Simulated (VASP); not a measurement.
# C16N in VASP: single point with PBE+D3(BJ)

Aim: the single point of C16N with PBE+D3(BJ).

Program: VASP 6.6.1. These are calculated values, not measurements. Logs are shortened: lines on timing, memory, paths and dates and some standing lists are left out, and cuts for length are marked.

## (1) The cell of the first run

The cell holds a slab with vacuum, 34 atoms: a = 5.030 Å, b = 5.030 Å, c = 26.774 Å, α = 90.00°, β = 90.00°, γ = 120.00°.

## (2) Single point, PBE+D3(BJ)

INCAR reads:

```
PREC = Accurate
ENCUT = 520
EDIFF = 1E-6
ISMEAR = 0
SIGMA = 0.05
LREAL = Auto
LASPH = T
NELM = 100
ALGO = Normal
ISIF = 2
LWAVE = F
LCHARG = T
LDIPOL = T
IDIPOL = 3
DIPOL = 0.5 0.5 0.495
GGA = PE
IVDW = 12
LELF = T
LVHAR = T
LVACPOTAV = T
NBANDS = 92
```

KPOINTS reads:

```
Automatic mesh
0
Gamma
  6 6 1
```

POSCAR reads:

```
C16N
1.0
    5.0301999808      0.0000000000      0.0000000000
   -2.5150999904      4.3562809695      0.0000000000
    0.0000000000      0.0000000000     26.7741042643
C N
32 2
Direct
    0.6666666667      0.3333333333      0.3174709382
    0.6666666667      0.8333333333      0.3174709382
    0.1666666667      0.3333333333      0.3174709382
    0.1666666667      0.8333333333      0.3174709382
    0.5000000000      0.5000000000      0.3366459078
    0.5000000000      0.0000000000      0.3366459078
    0.0000000000      0.5000000000      0.3366459078
    0.0000000000      0.0000000000      0.3366459078
    0.0000000000      0.5000000000      0.3941708167
    0.0000000000      0.0000000000      0.3941708167
    0.5000000000      0.5000000000      0.3941708167
    0.5000000000      0.0000000000      0.3941708167
    0.8333333333      0.6666666667      0.4133457863
    0.8333333333      0.1666666667      0.4133457863
    0.3333333333      0.6666666667      0.4133457863
    0.3333333333      0.1666666667      0.4133457863
    0.3333327321      0.6666654642      0.5239717670
    0.3333327321      0.1666672679      0.5239717670
    0.8333333333      0.6666666667      0.5239560121
    0.8333345358      0.1666672679      0.5239717670
    0.1666635263      0.8333317631      0.5243467983
    0.1666666667      0.3333333333      0.5243610568
    0.6666682369      0.8333317631      0.5243467983
    0.6666682369      0.3333364737      0.5243467983
    0.6667126190      0.8332873810      0.6505451712
    0.6667126190      0.3334252380      0.6505451712
    0.1665747620      0.8332873810      0.6505451712
    0.1666666667      0.3333333333      0.6505330473
    0.5000000000      0.0000000000      0.6505738473
    0.5000923327      0.5000461663      0.6505905730
   -0.0000461663     -0.0000923327      0.6505905730
   -0.0000461663      0.5000461663      0.6505905730
    0.8333333333      0.6666666667      0.7687900764
    0.8333333333      0.6666666667      0.8099684069
```

Potentials or basis: VASP PAW PBE potentials, release 64 (C, N).

On the command line:

```console
$ cat potpaw_PBE.64/C/POTCAR potpaw_PBE.64/N/POTCAR > POTCAR
$ mpirun -np 1 vasp_std > vasp.out
```

OUTCAR:

```text
PREC = Accurate
   ENCUT = 520
   EDIFF = 1E-6
   ISMEAR = 0
   LREAL = Auto
   LASPH = T
   NELM = 100
   ISIF = 2
   GGA = PE
   IVDW = 12
 IVDW          = 12

 ion  position               nearest neighbor table
   1  0.667  0.333  0.317-   7 1.54   6 1.54   5 1.54
   2  0.667  0.833  0.317-   8 1.54   5 1.54   6 1.54
   3  0.167  0.333  0.317-   5 1.54   8 1.54   7 1.54
   4  0.167  0.833  0.317-   6 1.54   7 1.54   8 1.54
   5  0.500  0.500  0.337-   3 1.54   2 1.54   1 1.54  11 1.54
   6  0.500  0.000  0.337-   4 1.54   1 1.54   2 1.54  12 1.54
   7  0.000  0.500  0.337-   1 1.54   4 1.54   3 1.54   9 1.54
   8  0.000  0.000  0.337-   2 1.54   3 1.54   4 1.54  10 1.54
   9  0.000  0.500  0.394-  15 1.54  14 1.54  13 1.54   7 1.54
  10  0.000  0.000  0.394-  16 1.54  13 1.54  14 1.54   8 1.54
  11  0.500  0.500  0.394-  13 1.54  16 1.54  15 1.54   5 1.54
  12  0.500  0.000  0.394-  14 1.54  15 1.54  16 1.54   6 1.54
  13  0.833  0.667  0.413-  11 1.54  10 1.54   9 1.54
  14  0.833  0.167  0.413-  12 1.54   9 1.54  10 1.54
  15  0.333  0.667  0.413-   9 1.54  12 1.54  11 1.54
  16  0.333  0.167  0.413-  10 1.54  11 1.54  12 1.54
  17  0.333  0.667  0.524-  22 1.45  21 1.45  23 1.45
  18  0.333  0.167  0.524-  22 1.45  24 1.45  21 1.45
[... 12 lines left out ...]
  31  1.000  1.000  0.651-  27 1.45  25 1.45  28 1.45
  32  1.000  0.500  0.651-  26 1.45  27 1.45  28 1.45
  33  0.833  0.667  0.769-  34 1.10
  34  0.833  0.667  0.810-  33 1.10

  LATTYP: Found a hexagonal cell.
 ALAT       =     5.0301999808
 C/A-ratio  =     5.3226719348

  Lattice vectors:

 A1 = (   5.0301999808,   0.0000000000,   0.0000000000)
 A2 = (  -2.5150999904,   4.3562809695,   0.0000000000)
 A3 = (   0.0000000000,   0.0000000000,  26.7741042643)

Analysis of symmetry for initial positions (statically):
=====================================================================
 Subroutine PRICEL returns:
 Original cell was already a primitive cell.

 Routine SETGRP: Setting up the symmetry group for a
 hexagonal supercell.

 Subroutine GETGRP returns: Found  6 space group operations
 (whereof  2 operations were pure point group operations)
 out of a pool of 24 trial point group operations.

The static configuration has the point symmetry C_1h.
 The point group associated with its full space group is C_3v.

Analysis of symmetry for dynamics (positions and initial velocities):
=====================================================================
 Subroutine PRICEL returns:
 Original cell was already a primitive cell.

 Routine SETGRP: Setting up the symmetry group for a
 hexagonal supercell.

[... 164 lines left out ...]
   EMIN   =  10.00;   EMAX   =-10.00  energy-range for DOS
   EFERMI =   0.00;   METHOD = LEGACY
   ISMEAR =     0;   SIGMA  =   0.05  broadening in eV -4-tet -1-fermi 0-gaus
   EFERMI_NEDOS =   21; number of points for ismear=-14 and -15
   IALGO  =     38    algorithm
   IMIX   =      4    mixing-type and parameters
     AMIX     =   0.40;   BMIX     =  1.00
     AMIX_MAG =   1.60;   BMIX_MAG =  1.00
  volume/ion in A,a.u.               =      17.26       116.45
  Fermi-wavevector in a.u.,A,eV,Ry     =   1.010561  1.909683 13.894724  1.021233
  Thomas-Fermi vector in A             =   2.143558
   LORBIT       =      0    0 simple, 1 ext, 2 COOP (PROOUT), +10 PAW based schemes
   GGA     = PE    functional components
   LHFCALC =     F    Hartree Fock is set to
   AEXX    =    0.0000 exact exchange contribution
   IVDW    =    12    specifies the selected vdW correction
   LEPSILON=     F    determine dielectric tensor
   LRPA    =     F    only Hartree local field effects (RPA)
 non-spin polarized calculation
 Gauss-broadening in eV      SIGMA  =   0.05
  energy-cutoff  :      520.00
  volume of cell :      586.70
 maximum number of plane-waves:     15879
 NGX is ok and might be reduce to    40
   NGX = 19   NGY = 19   NGZ = 99

 dipolmoment           0.000000      0.000000      0.545784 electrons x Angstroem

 number of electron     138.0000001 magnetization

 dipolmoment           0.000000      0.000000     -0.145579 electrons x Angstroem

 Free energy of the ion-electron system (eV)
  ---------------------------------------------------
  ext. energy  EPLUGINS =         0.00000000
  ---------------------------------------------------
  free energy    TOTEN  =      -293.98681198 eV

  energy without entropy =     -293.98108913  energy(sigma->0) =     -293.98395055

 E-fermi :  -0.1822     XC(G=0):  -5.8336

 val. band max:       -0.1854733269   @ k =   0.3333   0.3333   0.0000
 cond. band min:      -0.1135316404   @ k =   0.5000  -0.0000   0.0000
 fundamental gap:      0.0719416865
 Fermi energy:        -0.1821808969

 k-point     1 :       0.0000    0.0000    0.0000
  band No.  band energies     occupation
      1     -24.2293      2.00000
      2     -20.5577      2.00000
      3     -19.3053      2.00000
      4     -19.1571      2.00000
      5     -17.1844      2.00000
      6     -15.3979      2.00000
[... 577 lines left out ...]
     80       5.7078      0.00000
     81       5.7084      0.00000
 [bands above 81 left out]

------------------------ aborting loop because EDIFF is reached ----------------------------------------

 Edisp (eV)   -4.67852

 E8    (eV) :    -1.3720

  FORCE on cell =-STRESS in cart. coord.  units (eV):
  Direction    XX          YY          ZZ          XY          YZ          ZX
  --------------------------------------------------------------------------------------
  -------------------------------------------------------------------------------------
  Total     -28.51638   -28.51638     1.36863    -0.00000     0.00000    -0.00000
  in kB     -77.87336   -77.87336     3.73750    -0.00000     0.00000    -0.00000
  external pressure =      -50.67 kB  Pullay stress =        0.00 kB

 VOLUME and BASIS-vectors are now :
 -----------------------------------------------------------------------------
  energy-cutoff  :      520.00
  volume of cell :      586.70
      direct lattice vectors                 reciprocal lattice vectors
     5.030199981  0.000000000  0.000000000     0.198799253  0.114776802  0.000000000
    -2.515099990  4.356280970  0.000000000     0.000000000  0.229553605  0.000000000
     0.000000000  0.000000000 26.774104264     0.000000000  0.000000000  0.037349522

 POSITION                                       TOTAL-FORCE (eV/Angst)
 -----------------------------------------------------------------------------------
      2.51510      1.45209      8.50000         0.000000      0.000027      4.044995
      1.25755      3.63023      8.50000         0.000023     -0.000013      4.044995
      0.00000      1.45209      8.50000         0.000000      0.000000      4.044923
     -1.25755      3.63023      8.50000        -0.000023     -0.000013      4.044995
      1.25755      2.17814      9.01339        -0.000024     -0.000014     -6.679996
      2.51510      0.00000      9.01339         0.000000     -0.000000     -6.680169
[... 26 lines left out ...]
      2.51510      2.90419     20.58367         0.000000      0.000000     -1.703568
      2.51510      2.90419     21.68618         0.000000     -0.000000      1.709434
 -----------------------------------------------------------------------------------
    total drift:                                0.000006     -0.000004     -0.061709

  FREE ENERGIE OF THE ION-ELECTRON SYSTEM (eV)
  ---------------------------------------------------
  free  energy   TOTEN  =      -298.6653279751 eV

  energy  without entropy=     -298.6596051224  energy(sigma->0) =     -298.66246655

 vacuum level on the upper side and lower side of the slab         4.338         5.540
```

OSZICAR:

```text
N       E                     dE             d eps       ncg     rms          rms(c)
DAV:   1     0.959205009873E+03    0.95921E+03   -0.63225E+04  1304   0.129E+03
DAV:   2    -0.185035488131E+03   -0.11442E+04   -0.11010E+04  1796   0.302E+02
DAV:   3    -0.303414710343E+03   -0.11838E+03   -0.11684E+03  1496   0.985E+01
DAV:   4    -0.307206295079E+03   -0.37916E+01   -0.37801E+01  1760   0.200E+01
[... 24 lines left out ...]
DAV:  29    -0.293986797929E+03   -0.74923E-05   -0.15688E-06  1000   0.489E-03    0.197E-03
DAV:  30    -0.293986803155E+03   -0.52262E-05   -0.64652E-07   936   0.215E-03    0.199E-03
DAV:  31    -0.293986805852E+03   -0.26967E-05   -0.19727E-07   936   0.114E-03    0.249E-03
DAV:  32    -0.293986811009E+03   -0.51571E-05   -0.93106E-07   920   0.180E-03    0.744E-04
DAV:  33    -0.293986811979E+03   -0.96961E-06   -0.59219E-08   928   0.784E-04
   1 F= -.29866533E+03 E0= -.29866247E+03  d E =-.572285E-02
```

Run time: 12 min. Hardware: 1 thread of AMD EPYC 9R45 (Zen 5), shared host; peak memory 0.71 GiB.

Results:

- Free energy: -298.6653 eV
- Largest force: 6.680 eV/Å
- Band gap on the k mesh: 0.03 eV (least direct gap 0.07 eV)
- Dispersion energy per atom: -0.138 eV

Forces on the atoms (eV/Å):
```
C    0.000  0.000  4.045
C    0.000  0.000  4.045
C    0.000  0.000  4.045
C    0.000  0.000  4.045
C    0.000  0.000 -6.680
C    0.000  0.000 -6.680
C    0.000  0.000 -6.680
C    0.000  0.000 -6.680
C    0.000  0.000  6.587
C    0.000  0.000  6.587
C    0.000  0.000  6.587
C    0.000  0.000  6.587
C    0.000  0.000 -3.944
C    0.000  0.000 -3.944
C    0.000  0.000 -3.944
C    0.000  0.000 -3.944
C    0.000  0.000  0.006
C    0.000  0.000  0.006
C    0.000  0.000  0.009
C    0.000  0.000  0.006
C    0.000  0.000 -0.007
C    0.000  0.000 -0.010
C    0.000  0.000 -0.007
C    0.000 -0.001 -0.007
C   -0.015  0.009  0.004
C    0.000 -0.017  0.004
C    0.015  0.009  0.004
C    0.000  0.000  0.024
C    0.000  0.000 -0.005
C   -0.014 -0.008 -0.021
C    0.000  0.016 -0.021
C    0.014 -0.008 -0.021
N    0.000  0.000 -1.704
N    0.000  0.000  1.709
```

Caveat: the standard files for N, O and F lose accuracy on very short bonds.

The gap in the log of VASP goes by the Fermi energy; the results here count the filled bands.